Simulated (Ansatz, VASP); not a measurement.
SnO: VASP beside Ansatz

```xyz
8
Lattice="2.7369 -2.7378 0.0000 2.7369 2.7378 0.0000 0.0000 0.0000 10.2220" Properties=species:S:1:pos:R:3 pbc="T T T"
Sn    2.7369   -1.2952    8.8303
Sn    2.7369    1.2952    1.3916
Sn    2.7369   -1.4426    3.7193
Sn    2.7369    1.4426    6.5026
O     1.3685   -0.0654    2.5555
O     4.1054    0.0654    7.6665
O     1.3685    0.0654    7.6665
O     4.1054   -0.0654    2.5555
```

Alike in both runs: task single point; functional PBE; k mesh 10 × 10 × 4; occupations gaussian, width 0.05 eV; no spin polarisation.

|  | VASP | Ansatz |
| --- | --- | --- |
| version | VASP 6.6.1 | Ansatz 0.2.0 |
| potentials or method | VASP PAW PBE potentials, release 64 (Sn_d, O), cutoff 520 eV | scalar-relativistic, plane waves, PAW |
| valence electrons in the cell | 80 | 80 |

|  | VASP | Ansatz | Ansatz less VASP |
| --- | --- | --- | --- |
| gap on the k mesh at the Fermi level (eV) | 0.54 | 0.53 | -0.009 |
| pressure (GPa) | -0.2 | -0.4 | -0.18 |
| traceless stress, the component that is largest in VASP (GPa) | -0.06 | -0.07 | -0.017 |
| rms of the force components (eV/Å) | 0.020 | 0.039 | +0.0188 |

Atom by atom the forces differ by 0.031 eV/Å (rms over components). With one functional, cell and mesh, what is left measures potentials, basis and numerics.
